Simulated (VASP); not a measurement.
# HgPt3 (P4/mmm) in VASP: a series of runs

HgPt3 is run at these levels: LDA; tasks: single point.

All numbers are computed with VASP 6.6.1; they aren't measurements. Logs are shortened: lines on timing, memory, paths and dates and some standing lists are left out, and cuts for length are marked.

### 1 The cell of the first run

The structure is tetragonal, space group P4/mmm (No. 123). The conventional cell has a = 3.973 Å, b = 3.973 Å, c = 3.774 Å, α = 90.00°, β = 90.00°, γ = 90.00°. Hg (site symmetry 4/mmm) has 12 Pt at 2.74 to 2.81 Å within 3.6 Å. Pt (site symmetry mmm) has 4 Hg at 2.74 Å and 8 Pt at 2.74 to 2.81 Å within 3.6 Å. Pt (site symmetry 4/mmm) has 8 Pt at 2.74 Å and 4 Hg at 2.81 Å within 3.6 Å.

### 2 Single point, LDA (strain -0.0500 x Voigt [0, 1, 0, 0, 0, 0])

INCAR

```
SYSTEM = HgPt3
  PREC = Accurate
  ENCUT = 520
  EDIFF = 1E-6
  ISMEAR = 0
  SIGMA = 0.15
  LREAL = .FALSE.
  LASPH = .TRUE.
  NELM = 80
  ALGO = Fast
  ISIF = 2
  LWAVE = .FALSE.
  LCHARG = .TRUE.
  LELF = .TRUE.
  LVHAR = .TRUE.
  NBANDS = 29
```

KPOINTS

```
Automatic mesh
0
G
  12 12 12
  0 0 0
```

POSCAR

```
HgPt3
1.0
    3.9726881452      0.0000000000      0.0000000000
    0.0000000000      3.7740537379      0.0000000000
    0.0000000000      0.0000000000      3.9726881452
Hg Pt
1 3
Direct
    0.0000000000      0.0000000000      0.0000000000
    0.0000000000      0.5000000000      0.5000000000
    0.5000000000      0.5000000000      0.0000000000
    0.5000000000      0.0000000000      0.5000000000
```

Potentials or basis: VASP PAW LDA potentials, release 64 (Hg, Pt).

Run with:

```sh
$ cat potpaw_LDA.64/Hg/POTCAR potpaw_LDA.64/Pt/POTCAR > POTCAR
$ mpirun -np 1 vasp_std > vasp.out
```

OUTCAR:

```text
SYSTEM = HgPt3
   PREC = Accurate
   ENCUT = 520
   EDIFF = 1E-6
   ISMEAR = 0
   LREAL = .FALSE.
   LASPH = .TRUE.
   NELM = 80
   ISIF = 2

 ion  position               nearest neighbor table
   1  0.000  0.000  0.000-   2 2.74   3 2.74   2 2.74   2 2.74   3 2.74   2 2.74   3 2.74   3 2.74
                             4 2.81   4 2.81   4 2.81   4 2.81
   2  0.000  0.500  0.500-   1 2.74   4 2.74   1 2.74   1 2.74   4 2.74   1 2.74   4 2.74   4 2.74
                             3 2.81   3 2.81   3 2.81   3 2.81
   3  0.500  0.500  0.000-   1 2.74   4 2.74   4 2.74   1 2.74   4 2.74   4 2.74   1 2.74   1 2.74
                             2 2.81   2 2.81   2 2.81   2 2.81
   4  0.500  0.000  0.500-   2 2.74   3 2.74   3 2.74   2 2.74   3 2.74   3 2.74   2 2.74   2 2.74
                             1 2.81   1 2.81   1 2.81   1 2.81

  LATTYP: Found a simple tetragonal cell.
 ALAT       =     3.9726881452
 C/A-ratio  =     0.9500000000

  Lattice vectors:

 A1 = (  -3.9726881452,   0.0000000000,   0.0000000000)
 A2 = (   0.0000000000,   0.0000000000,   3.9726881452)
 A3 = (   0.0000000000,   3.7740537379,   0.0000000000)

Analysis of symmetry for initial positions (statically):
=====================================================================
 Subroutine PRICEL returns:
 Original cell was already a primitive cell.

 Routine SETGRP: Setting up the symmetry group for a
 simple tetragonal supercell.

 Subroutine GETGRP returns: Found 16 space group operations
 (whereof 16 operations were pure point group operations)
 out of a pool of 16 trial point group operations.

The static configuration has the point symmetry D_4h.

Analysis of symmetry for dynamics (positions and initial velocities):
=====================================================================
 Subroutine PRICEL returns:
 Original cell was already a primitive cell.

 Routine SETGRP: Setting up the symmetry group for a
 simple tetragonal supercell.

 Subroutine GETGRP returns: Found 16 space group operations
 (whereof 16 operations were pure point group operations)
 out of a pool of 16 trial point group operations.

The dynamic configuration has the point symmetry D_4h.

 Subroutine INISYM returns: Found 16 space group operations
 (whereof 16 operations are pure point group operations),
 and found     1 'primitive' translations

----------------------------------------------------------------------------------------

                                     Primitive cell

  volume of cell :      59.5631

[... 88 lines left out ...]
   LSORBIT =      F    spin-orbit coupling
   LASPH  =      T    aspherical Exc in radial PAW
   ENCUT  =  520.0 eV  38.22 Ry    6.18 a.u.   7.39  7.02  7.39*2*pi/ulx,y,z
   NELM   =     80;   NELMIN=  2; NELMDL= -5     # of ELM steps
   EDIFF  = 0.1E-05   stopping-criterion for ELM
   LREAL  =      F    real-space projection
[... 7 lines left out ...]
   TEBEG  =    0.0;   TEEND  =   0.0 temperature during run
   PSTRESS=    0.0 pullay stress
   NELECT =      42.0000    total number of electrons
   NUPDOWN=      -1.0000    fix difference up-down
   EMIN   =  10.00;   EMAX   =-10.00  energy-range for DOS
   EFERMI =   0.00;   METHOD = LEGACY
   ISMEAR =     0;   SIGMA  =   0.15  broadening in eV -4-tet -1-fermi 0-gaus
   EFERMI_NEDOS =   21; number of points for ismear=-14 and -15
   IALGO  =     68    algorithm
   IMIX   =      4    mixing-type and parameters
     AMIX     =   0.40;   BMIX     =  1.00
     AMIX_MAG =   1.60;   BMIX_MAG =  1.00
  volume/ion in A,a.u.               =      14.89       100.49
  Fermi-wavevector in a.u.,A,eV,Ry     =   1.457132  2.753580 28.888351  2.123234
  Thomas-Fermi vector in A             =   2.573969
   LORBIT       =      0    0 simple, 1 ext, 2 COOP (PROOUT), +10 PAW based schemes
   GGA     = CA    functional components
   LHFCALC =     F    Hartree Fock is set to
   AEXX    =    0.0000 exact exchange contribution
   IVDW    =     0    specifies the selected vdW correction
   LEPSILON=     F    determine dielectric tensor
   LRPA    =     F    only Hartree local field effects (RPA)
 non-spin polarized calculation
 RMM-DIIS sequential band-by-band and
 Gauss-broadening in eV      SIGMA  =   0.15
  energy-cutoff  :      520.00
  volume of cell :       59.56
 maximum number of plane-waves:      1628
 NGX is ok and might be reduce to    30
   NGX = 15   NGY = 15   NGZ = 15

 number of electron      42.0000006 magnetization

 Free energy of the ion-electron system (eV)
  ---------------------------------------------------
  ext. energy  EPLUGINS =         0.00000000
  ---------------------------------------------------
  free energy    TOTEN  =       -23.18412187 eV

  energy without entropy =      -23.14397003  energy(sigma->0) =      -23.16404595

 E-fermi :  10.1550     XC(G=0): -13.7575

 val. band max:       10.1498166409   @ k =   0.5000   0.5000   0.1667
 cond. band min:      10.1562968743   @ k =   0.5000   0.5000   0.4167
 fundamental gap:      0.0064802335
 Fermi energy:        10.1550414105

 k-point     1 :       0.0000    0.0000    0.0000
  band No.  band energies     occupation
      1      -0.9476      2.00000
      2       1.1051      2.00000
      3       1.1464      2.00000
      4       1.6021      2.00000
      5       1.6021      2.00000
      6       1.6563      2.00000
[... 757 lines left out ...]
     28      20.7051      0.00000
     29      21.0579      0.00000

 [... further k-points ...]

------------------------ aborting loop because EDIFF is reached ----------------------------------------

  FORCE on cell =-STRESS in cart. coord.  units (eV):
  Direction    XX          YY          ZZ          XY          YZ          ZX
  --------------------------------------------------------------------------------------
  -------------------------------------------------------------------------------------
  Total        6.0451568      7.1801994      6.0451568      0.0000000      0.0000000      0.0000000
  in kB      162.6077059    193.1390348    162.6077059      0.0000000      0.0000000      0.0000000
  external PRESSURE =     172.7848155 kB  Pullay stress =       0.0000000 kB

 VOLUME and BASIS-vectors are now :
 -----------------------------------------------------------------------------
  energy-cutoff  :      520.00
  volume of cell :       59.56
      direct lattice vectors                 reciprocal lattice vectors
     3.972688145  0.000000000  0.000000000     0.251718726  0.000000000  0.000000000
     0.000000000  3.774053738  0.000000000     0.000000000  0.264967080  0.000000000
     0.000000000  0.000000000  3.972688145     0.000000000  0.000000000  0.251718726

 POSITION                                       TOTAL-FORCE (eV/Angst)
 -----------------------------------------------------------------------------------
      0.00000      0.00000      0.00000         0.000000      0.000000      0.000000
      0.00000      1.88703      1.98634         0.000000      0.000000      0.000000
      1.98634      1.88703      0.00000         0.000000      0.000000      0.000000
      1.98634      0.00000      1.98634         0.000000      0.000000      0.000000
 -----------------------------------------------------------------------------------
    total drift:                                0.000000      0.000000     -0.000000

  FREE ENERGIE OF THE ION-ELECTRON SYSTEM (eV)
  ---------------------------------------------------
  free  energy   TOTEN  =       -23.1841218656 eV

  energy  without entropy=      -23.1439700318  energy(sigma->0) =      -23.16404595
```

OSZICAR:

```text
N       E                     dE             d eps       ncg     rms          rms(c)
DAV:   1     0.307672314656E+03    0.30767E+03   -0.22154E+04 11432   0.145E+03
DAV:   2    -0.140010874400E+02   -0.32167E+03   -0.30702E+03 12237   0.352E+02
DAV:   3    -0.242318479524E+02   -0.10231E+02   -0.10105E+02 12750   0.668E+01
DAV:   4    -0.243042612948E+02   -0.72413E-01   -0.72377E-01 12588   0.554E+00
DAV:   5    -0.243050564262E+02   -0.79513E-03   -0.79512E-03 12963   0.639E-01    0.287E+01
RMM:   6    -0.233572349699E+02    0.94782E+00   -0.14417E+00 11387   0.783E+00    0.167E+01
RMM:   7    -0.232138227784E+02    0.14341E+00   -0.55667E-01 11650   0.421E+00    0.395E+00
RMM:   8    -0.232034297714E+02    0.10393E-01   -0.12609E-01 11695   0.223E+00    0.129E+00
RMM:   9    -0.231841795366E+02    0.19250E-01   -0.23579E-02 11857   0.936E-01    0.203E-01
RMM:  10    -0.231841173944E+02    0.62142E-04   -0.11235E-03 12231   0.183E-01    0.100E-01
RMM:  11    -0.231841204226E+02   -0.30282E-05   -0.12853E-04 12316   0.634E-02    0.488E-02
RMM:  12    -0.231841216904E+02   -0.12678E-05   -0.19710E-05 12074   0.242E-02    0.170E-02
RMM:  13    -0.231841218656E+02   -0.17512E-06   -0.53202E-06  9991   0.124E-02
   1 F= -.23184122E+02 E0= -.23164046E+02  d E =-.401518E-01
```

stdout:

```text
POSCAR found type information on POSCAR HgPt
 POSCAR found :  2 types and       4 ions
 scaLAPACK will be used
 LDA part: xc-table for (Slater(with rela. corr.)+CA(PZ))
 , standard interpolation
 POSCAR, INCAR and KPOINTS ok, starting setup
 FFT: planning ... GRIDC
 FFT: planning ... GRID_SOFT
 FFT: planning ... GRID
 WAVECAR not read
 entering main loop
```

Run time: 1.9 min. Hardware: 1 thread of Intel Xeon 6975P-C (Granite Rapids), shared host; peak memory 0.37 GiB.

What came out:

```yaml
Free_energy: -23.1841 eV
Pressure: 17.3 GPa
Band_gap_on_the_k_mesh: zero (bands 21 and 22 overlap by 1.28 eV)
```

Levels at points of the mesh, in eV from the Fermi level:
```tsv
k point	band 19	band 20	band 21	band 22	band 23	band 24
(0.00, 0.00, 0.00)	0.36	0.70	0.70	0.78	0.78	1.70
(0.50, 0.00, 0.00)	-1.95	-1.33	-0.64	0.78	5.47	6.83
(0.00, 0.50, 0.00)	-1.91	-1.54	-0.96	0.36	4.78	6.62
(0.50, 0.50, 0.00)	-1.61	-1.59	-0.03	0.51	2.03	2.03
(0.50, 0.00, 0.50)	-1.85	-1.84	-0.50	0.15	1.54	1.54
(0.50, 0.50, 0.50)	-1.08	-1.02	-0.48	0.08	0.08	0.34
```

Caveat: the cell differs from its parent crystal (strain -0.0500 x Voigt [0, 1, 0, 0, 0, 0]); the cell stands under pressure; spin-orbit coupling is left out, which moves the levels of the heavy elements.

### 3 Single point, LDA (strain +0.0250 x Voigt [0, 1, 0, 0, 0, 0])

INCAR

```
PREC = Accurate ; ENCUT = 520
EDIFF = 1E-7 ; ISMEAR = 0
SIGMA = 0.15 ; LREAL = False
LASPH = True ; NELM = 60
ALGO = Fast ; ISIF = 2
LWAVE = False ; LCHARG = False
NBANDS = 29
```

KPOINTS

```
Automatic mesh
0
Gamma
  12 12 12
```

Changes to POSCAR since step 2:

```diff
@@ -3,3 +3,3 @@
     3.9726881452      0.0000000000      0.0000000000
-    0.0000000000      3.7740537379      0.0000000000
+    0.0000000000      4.0720053488      0.0000000000
     0.0000000000      0.0000000000      3.9726881452
```

Potentials or basis: VASP PAW LDA potentials, release 64 (Hg, Pt).

Run with:

```sh
$ cat potpaw_LDA.64/Hg/POTCAR potpaw_LDA.64/Pt/POTCAR > POTCAR
$ mpirun -np 1 vasp_std > vasp.out
```

Run time: 2.2 min. Hardware: 1 thread of Intel Xeon 6975P-C (Granite Rapids), shared host; peak memory 0.39 GiB.

Results (log left out):

```yaml
Free_energy: -23.3719 eV
Pressure: -4.0 GPa
Band_gap_on_the_k_mesh: zero (bands 21 and 22 overlap by 1.15 eV)
```

Stress tensor (GPa, compression positive):
```
-3.46  0.00  0.00
 0.00 -4.98  0.00
 0.00  0.00 -3.46
```

Levels at points of the mesh, in eV from the Fermi level:
| k point | band 17 | band 18 | band 19 | band 20 | band 21 | band 22 | band 23 | band 24 | band 25 | band 26 |
| --- | --- | --- | --- | --- | --- | --- | --- | --- | --- | --- |
| (0.00, 0.00, 0.00) | -0.52 | 0.10 | 0.48 | 0.48 | 0.67 | 0.91 | 1.35 | 1.35 | 6.11 | 7.47 |
| (0.50, 0.00, 0.00) | -1.97 | -1.89 | -1.74 | -1.37 | -0.70 | 0.48 | 4.70 | 6.49 | 6.87 | 7.07 |
| (0.00, 0.50, 0.00) | -1.80 | -1.80 | -1.78 | -1.27 | -0.54 | 0.68 | 5.06 | 6.91 | 6.92 | 6.92 |
| (0.50, 0.50, 0.00) | -2.25 | -2.22 | -1.52 | -1.51 | -0.33 | 0.26 | 1.61 | 1.61 | 8.52 | 9.93 |
| (0.50, 0.00, 0.50) | -2.16 | -2.16 | -1.41 | -1.39 | -0.13 | 0.42 | 1.82 | 1.82 | 8.10 | 9.45 |
| (0.50, 0.50, 0.50) | -1.09 | -1.04 | -1.00 | -0.95 | -0.21 | 0.07 | 0.17 | 0.17 | 3.57 | 4.69 |

Caveat: the cell differs from its parent crystal (strain +0.0250 x Voigt [0, 1, 0, 0, 0, 0]); the cell stands under tension; spin-orbit coupling is left out, which moves the levels of the heavy elements.
